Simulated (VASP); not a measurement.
# TaSiRh3 (Pm-3m) in VASP: a series of runs

The runs below take TaSiRh3 through single point, relaxation of cell and atoms, with PBE.

All numbers are computed with VASP 6.6.1; they aren't measurements. Logs are shortened: lines on timing, memory, paths and dates and some standing lists are left out, and cuts for length are marked.

### Step 1. The cell of the first run

It takes space group Pm-3m (No. 221, cubic). The conventional cell has a = 4.356 Å, b = 4.356 Å, c = 4.356 Å, α = 90.00°, β = 90.00°, γ = 90.00°. Ta (site symmetry m-3m) has 12 Rh at 3.08 Å and 8 Si at 3.77 Å within 4.1 Å. Si (site symmetry m-3m) has 6 Rh at 2.18 Å within 2.9 Å. Within 2.9 Å of Rh (site symmetry 4/mmm) lie 2 Si at 2.18 Å.

### Step 2. Single point, PBE

The input, INCAR:

```
SYSTEM = TaSiRh3
PREC = Accurate
ENCUT = 520
EDIFF = 1E-6
ISMEAR = 0
SIGMA = 0.1
LREAL = .FALSE.
LASPH = .TRUE.
NELM = 60
ALGO = Normal
ISIF = 2
LWAVE = .FALSE.
LCHARG = .TRUE.
GGA = PE
LELF = .TRUE.
LVHAR = .TRUE.
NBANDS = 38
```

The input, KPOINTS:

```
Automatic mesh
0
G
  4 4 4
  0 0 0
```

The input, POSCAR:

```
TaSiRh3
1.0
    4.3564558155      0.0000000000      0.0000000000
    0.0000000000      4.3564558155      0.0000000000
    0.0000000000      0.0000000000      4.3564558155
Ta Si Rh
1 1 3
Direct
    0.5000000000      0.5000000000      0.5000000000
    0.0000000000      0.0000000000      0.0000000000
    0.5000000000      0.0000000000      0.0000000000
    0.0000000000      0.5000000000      0.0000000000
    0.0000000000      0.0000000000      0.5000000000
```

Potentials or basis: VASP PAW PBE potentials, release 64 (Ta_pv, Si, Rh_pv).

Started as:

```
> cat potpaw_PBE.64/Ta_pv/POTCAR potpaw_PBE.64/Si/POTCAR potpaw_PBE.64/Rh_pv/POTCAR > POTCAR
> mpirun -np 1 vasp_std > vasp.out
```

OUTCAR:

```text
SYSTEM = TaSiRh3
   PREC = Accurate
   ENCUT = 520
   EDIFF = 1E-6
   ISMEAR = 0
   LREAL = .FALSE.
   LASPH = .TRUE.
   NELM = 60
   ISIF = 2
   GGA = PE

 ion  position               nearest neighbor table
   1  0.500  0.500  0.500-   3 3.08   4 3.08   5 3.08   3 3.08   4 3.08   3 3.08   5 3.08   3 3.08
                             4 3.08   5 3.08   4 3.08   5 3.08
   2  0.000  0.000  0.000-   3 2.18   4 2.18   5 2.18   5 2.18   4 2.18   3 2.18
   3  0.500  0.000  0.000-   2 2.18   2 2.18   4 3.08   5 3.08   1 3.08   5 3.08   1 3.08   4 3.08
                             1 3.08   1 3.08   4 3.08   5 3.08   5 3.08   4 3.08
   4  0.000  0.500  0.000-   2 2.18   2 2.18   3 3.08   5 3.08   1 3.08   5 3.08   1 3.08   3 3.08
                             5 3.08   5 3.08   1 3.08   3 3.08   1 3.08   3 3.08
   5  0.000  0.000  0.500-   2 2.18   2 2.18   3 3.08   4 3.08   1 3.08   3 3.08   4 3.08   1 3.08
                             4 3.08   4 3.08   1 3.08   3 3.08   3 3.08   1 3.08

  LATTYP: Found a simple cubic cell.
 ALAT       =     4.3564558155

  Lattice vectors:

 A1 = (   4.3564558155,   0.0000000000,   0.0000000000)
 A2 = (   0.0000000000,   4.3564558155,   0.0000000000)
 A3 = (   0.0000000000,   0.0000000000,   4.3564558155)

Analysis of symmetry for initial positions (statically):
=====================================================================
 Subroutine PRICEL returns:
 Original cell was already a primitive cell.

 Routine SETGRP: Setting up the symmetry group for a
 simple cubic supercell.

 Subroutine GETGRP returns: Found 48 space group operations
 (whereof 48 operations were pure point group operations)
 out of a pool of 48 trial point group operations.

The static configuration has the point symmetry O_h .

Analysis of symmetry for dynamics (positions and initial velocities):
=====================================================================
 Subroutine PRICEL returns:
 Original cell was already a primitive cell.

 Routine SETGRP: Setting up the symmetry group for a
 simple cubic supercell.

 Subroutine GETGRP returns: Found 48 space group operations
 (whereof 48 operations were pure point group operations)
 out of a pool of 48 trial point group operations.

The dynamic configuration has the point symmetry O_h .

 Subroutine INISYM returns: Found 48 space group operations
 (whereof 48 operations are pure point group operations),
 and found     1 'primitive' translations

----------------------------------------------------------------------------------------

                                     Primitive cell

  volume of cell :      82.6799

[... 83 lines left out ...]
   IBRION =     -1    ionic relax: 0-MD 1-quasi-New 2-CG
   NFREE  =      0    steps in history (QN), initial steepest desc. (CG)
   ISIF   =      2    stress and relaxation
   ISYM   =      2    0-nonsym 1-usesym 2-fastsym
   POTIM  = 0.5000    time-step for ionic-motion
   TEBEG  =    0.0;   TEEND  =   0.0 temperature during run
   PSTRESS=    0.0 pullay stress
   NELECT =      60.0000    total number of electrons
   NUPDOWN=      -1.0000    fix difference up-down
   EMIN   =  10.00;   EMAX   =-10.00  energy-range for DOS
   EFERMI =   0.00;   METHOD = LEGACY
   ISMEAR =     0;   SIGMA  =   0.10  broadening in eV -4-tet -1-fermi 0-gaus
   EFERMI_NEDOS =   21; number of points for ismear=-14 and -15
   IALGO  =     38    algorithm
   IMIX   =      4    mixing-type and parameters
     AMIX     =   0.40;   BMIX     =  1.00
     AMIX_MAG =   1.60;   BMIX_MAG =  1.00
  volume/ion in A,a.u.               =      16.54       111.59
  Fermi-wavevector in a.u.,A,eV,Ry     =   1.471156  2.780081 29.447072  2.164299
  Thomas-Fermi vector in A             =   2.586326
   LORBIT       =      0    0 simple, 1 ext, 2 COOP (PROOUT), +10 PAW based schemes
   GGA     = PE    functional components
   LHFCALC =     F    Hartree Fock is set to
   AEXX    =    0.0000 exact exchange contribution
   IVDW    =     0    specifies the selected vdW correction
   LEPSILON=     F    determine dielectric tensor
   LRPA    =     F    only Hartree local field effects (RPA)
 non-spin polarized calculation
 Gauss-broadening in eV      SIGMA  =   0.10
  energy-cutoff  :      520.00
  volume of cell :       82.68
 maximum number of plane-waves:      2272
   NGX = 17   NGY = 17   NGZ = 17

 number of electron      60.0000049 magnetization

 Free energy of the ion-electron system (eV)
  ---------------------------------------------------
  ext. energy  EPLUGINS =         0.00000000
  ---------------------------------------------------
  free energy    TOTEN  =       -37.80045220 eV

  energy without entropy =      -37.73775042  energy(sigma->0) =      -37.76910131

 E-fermi :   8.8763     XC(G=0): -12.3428

 val. band max:        8.8579665024   @ k =   0.5000   0.2500   0.2500
 cond. band min:       8.8836018433   @ k =   0.2500   0.0000   0.0000
 fundamental gap:      0.0256353408
 Fermi energy:         8.8762646562

 k-point     1 :       0.0000    0.0000    0.0000
  band No.  band energies     occupation
      1     -38.1886      2.00000
      2     -38.1886      2.00000
      3     -38.1886      2.00000
      4     -37.6273      2.00000
      5     -37.6273      2.00000
      6     -37.6273      2.00000
[... 399 lines left out ...]
     37      12.9072      0.00000
     38      13.2969      0.00000

------------------------ aborting loop because EDIFF is reached ----------------------------------------

  FORCE on cell =-STRESS in cart. coord.  units (eV):
  Direction    XX          YY          ZZ          XY          YZ          ZX
  --------------------------------------------------------------------------------------
  -------------------------------------------------------------------------------------
  Total        0.0667652      0.0667652      0.0667652      0.0000000      0.0000000     -0.0000000
  in kB        1.2937803      1.2937803      1.2937803      0.0000000      0.0000000     -0.0000000
  external PRESSURE =       1.2937803 kB  Pullay stress =       0.0000000 kB

 VOLUME and BASIS-vectors are now :
 -----------------------------------------------------------------------------
  energy-cutoff  :      520.00
  volume of cell :       82.68
      direct lattice vectors                 reciprocal lattice vectors
     4.356455816  0.000000000  0.000000000     0.229544392  0.000000000  0.000000000
     0.000000000  4.356455816  0.000000000     0.000000000  0.229544392  0.000000000
     0.000000000  0.000000000  4.356455816     0.000000000  0.000000000  0.229544392

 POSITION                                       TOTAL-FORCE (eV/Angst)
 -----------------------------------------------------------------------------------
      2.17823      2.17823      2.17823         0.000000      0.000000      0.000000
      0.00000      0.00000      0.00000         0.000000      0.000000      0.000000
      2.17823      0.00000      0.00000         0.000000      0.000000      0.000000
      0.00000      2.17823      0.00000         0.000000      0.000000      0.000000
      0.00000      0.00000      2.17823         0.000000      0.000000      0.000000
 -----------------------------------------------------------------------------------
    total drift:                                0.000000      0.000000     -0.000000

  FREE ENERGIE OF THE ION-ELECTRON SYSTEM (eV)
  ---------------------------------------------------
  free  energy   TOTEN  =       -37.8004522010 eV

  energy  without entropy=      -37.7377504228  energy(sigma->0) =      -37.76910131
```

OSZICAR:

```text
N       E                     dE             d eps       ncg     rms          rms(c)
DAV:   1     0.687613143454E+03    0.68761E+03   -0.35935E+04   768   0.168E+03
DAV:   2    -0.165419611881E+02   -0.70416E+03   -0.68504E+03   802   0.520E+02
DAV:   3    -0.422892096383E+02   -0.25747E+02   -0.24973E+02   868   0.102E+02
DAV:   4    -0.427569581878E+02   -0.46775E+00   -0.46484E+00   842   0.131E+01
DAV:   5    -0.427640728452E+02   -0.71147E-02   -0.71137E-02   910   0.163E+00    0.207E+01
DAV:   6    -0.397433999435E+02    0.30207E+01   -0.15379E+01   812   0.153E+01    0.138E+01
DAV:   7    -0.389545418747E+02    0.78886E+00   -0.17137E+01   886   0.205E+01    0.819E+00
DAV:   8    -0.378420920940E+02    0.11124E+01   -0.13090E+00   824   0.659E+00    0.285E+00
DAV:   9    -0.378474135645E+02   -0.53215E-02   -0.34825E-01   848   0.246E+00    0.175E+00
DAV:  10    -0.378010477759E+02    0.46366E-01   -0.10335E-01   878   0.149E+00    0.475E-01
DAV:  11    -0.378026847632E+02   -0.16370E-02   -0.79207E-03   862   0.464E-01    0.407E-01
DAV:  12    -0.378010597568E+02    0.16250E-02   -0.74517E-03   860   0.374E-01    0.187E-01
DAV:  13    -0.378004969092E+02    0.56285E-03   -0.62373E-04   860   0.117E-01    0.527E-02
DAV:  14    -0.378004540306E+02    0.42879E-04   -0.88589E-05   772   0.374E-02    0.120E-02
DAV:  15    -0.378004522889E+02    0.17417E-05   -0.52947E-06   800   0.132E-02    0.263E-03
DAV:  16    -0.378004522010E+02    0.87898E-07   -0.34378E-07   458   0.317E-03
   1 F= -.37800452E+02 E0= -.37769101E+02  d E =-.627018E-01
```

It took 29 s on 1 thread of AMD EPYC 7R13 (Zen 3), shared host; peak memory 0.16 GiB.

Results:

| Property | Result |
| --- | --- |
| Free energy | -37.8005 eV |
| Pressure | 0.1 GPa |
| Band gap on the k mesh | zero (band 30 reaches 8.98 eV, above the bottom of band 31 at 8.20 eV) |

Caveat: the k points lie up to 0.36 Å⁻¹ apart; spin-orbit coupling is left out, which moves the levels of the heavy elements.

### Step 3. Single point, PBE

This run uses another cell than the first one, of 16.91 Å³/atom, 1.023 times its volume.

The input, INCAR:

```
PREC = Accurate
ENCUT = 520
EDIFF = 1E-6
ISMEAR = 0
SIGMA = 0.1
LREAL = F
LASPH = T
NELM = 60
ALGO = Normal
ISIF = 2
LWAVE = F
LCHARG = T
GGA = PE
LELF = T
LVHAR = T
NBANDS = 38
```

The input, KPOINTS:

```
Automatic mesh
0
Gamma
  4 4 4
```

Changes to POSCAR since step 2:

```diff
@@ -2,5 +2,5 @@
 1.0
-    4.3564558155      0.0000000000      0.0000000000
-    0.0000000000      4.3564558155      0.0000000000
-    0.0000000000      0.0000000000      4.3564558155
+    4.3891358900      0.0000000000      0.0000000000
+    0.0000000000      4.3891358900      0.0000000000
+    0.0000000000      0.0000000000      4.3891358900
 Ta Si Rh
```

Potentials or basis: VASP PAW PBE potentials, release 64 (Ta_pv, Si, Rh_pv).

Started as:

```
> cat potpaw_PBE.64/Ta_pv/POTCAR potpaw_PBE.64/Si/POTCAR potpaw_PBE.64/Rh_pv/POTCAR > POTCAR
> mpirun -np 1 vasp_std > vasp.out
```

Run time: 40 s. Hardware: 1 thread of AMD EPYC 7R13 (Zen 3), shared host; peak memory 0.18 GiB.

The run converged. Its results:

| Item | Value |
| --- | --- |
| Free energy | -37.7797 eV |
| Pressure | -3.7 GPa |
| Band gap on the k mesh | zero (band 30 reaches 8.67 eV, above the bottom of band 31 at 7.95 eV) |

Levels at points of the mesh, in eV from the Fermi level:
```csv
k point,band 26,band 27,band 28,band 29,band 30,band 31,band 32,band 33,band 34,band 35
"(0.00, 0.00, 0.00)",-1.72,-1.72,-0.80,-0.80,-0.80,-0.56,0.78,0.78,1.86,1.86
"(0.50, 0.00, 0.00)",-1.92,-1.92,-1.42,-0.80,-0.36,-0.36,0.29,0.54,1.79,2.11
"(0.50, 0.50, 0.00)",-2.09,-1.99,-1.87,-1.48,0.05,0.05,0.15,0.15,0.49,0.98
"(0.50, 0.50, 0.50)",-0.81,-0.81,-0.81,-0.62,-0.62,-0.62,0.12,0.12,0.12,1.45
```

Caveat: spin-orbit coupling is left out, which moves the levels of the heavy elements.

### Step 4. Relaxation of cell and atoms, PBE

This run uses another cell than the first one, of 16.91 Å³/atom, 1.023 times its volume.

The input, INCAR:

```
SYSTEM = TaSiRh3
ALGO = Normal ; EDIFF = 1E-7
EDIFFG = -0.04 ; ENCUT = 600
GGA = PE ; IBRION = 2
ISIF = 3 ; ISMEAR = 0
LASPH = .True. ; LCHARG = .False.
LREAL = .False. ; LWAVE = .False.
NELM = 80 ; NSW = 90
PREC = Accurate ; SIGMA = 0.1
```

The input, KPOINTS:

```
k-points
0
Gamma
  4 4 4
  0 0 0
```

POSCAR is that of step 3.

Started as:

```
> cat potpaw_PBE.64/Ta_pv/POTCAR potpaw_PBE.64/Si/POTCAR potpaw_PBE.64/Rh_pv/POTCAR > POTCAR
> mpirun -np 1 vasp_std > vasp.out
```

Run time: 1.8 min. Hardware: 1 thread of AMD EPYC 7R13 (Zen 3), shared host; peak memory 0.2 GiB.

The run converged. Its results:

| Item | Value |
| --- | --- |
| Free energy | -37.8013 eV |
| Relaxed volume | 16.55 Å³/atom |
| Relaxed cell | a = 4.357 Å, b = 4.357 Å, c = 4.357 Å, α = 90.00°, β = 90.00°, γ = 90.00° |
| Space group after relaxing (to 0.05 Å) | Pm-3m (No. 221) |
| Energy gained by relaxing | 4.4 meV/atom |
| Ionic steps | 3 |
| Pressure after relaxing | 0.0 GPa |
| Band gap on the k mesh | zero (band 30 reaches 8.97 eV, above the bottom of band 31 at 8.20 eV) |

Step by step:
```csv
step,energy change (eV),largest force (eV/Å),pressure (GPa),volume (Å³)
1,0.0000,0.0000,-3.76,84.55
2,0.0397,0.0000,7.02,79.79
3,-0.0221,0.0000,-0.04,82.73
```

Final structure:
```
Ta Si Rh
1.0
     4.35733    0.00000    0.00000
     0.00000    4.35733    0.00000
     0.00000    0.00000    4.35733
Ta Si Rh
1 1 3
Cartesian
  2.1787 2.1787 2.1787
  0.0000 0.0000 0.0000
  2.1787 0.0000 0.0000
  0.0000 2.1787 0.0000
  0.0000 0.0000 2.1787
```

Levels at points of the mesh, in eV from the Fermi level:
```tsv
k point	band 28	band 29	band 30	band 31	band 32	band 33
(0.00, 0.00, 0.00)	-0.82	-0.82	-0.82	-0.57	0.81	0.81
(0.50, 0.00, 0.00)	-1.47	-0.82	-0.38	-0.38	0.30	0.56
(0.50, 0.50, 0.00)	-1.94	-1.53	0.05	0.05	0.16	0.16
(0.50, 0.50, 0.50)	-0.84	-0.67	-0.67	-0.67	0.13	0.13
```

Caveat: spin-orbit coupling is left out, which moves the levels of the heavy elements.

[end of part 1 of 2]
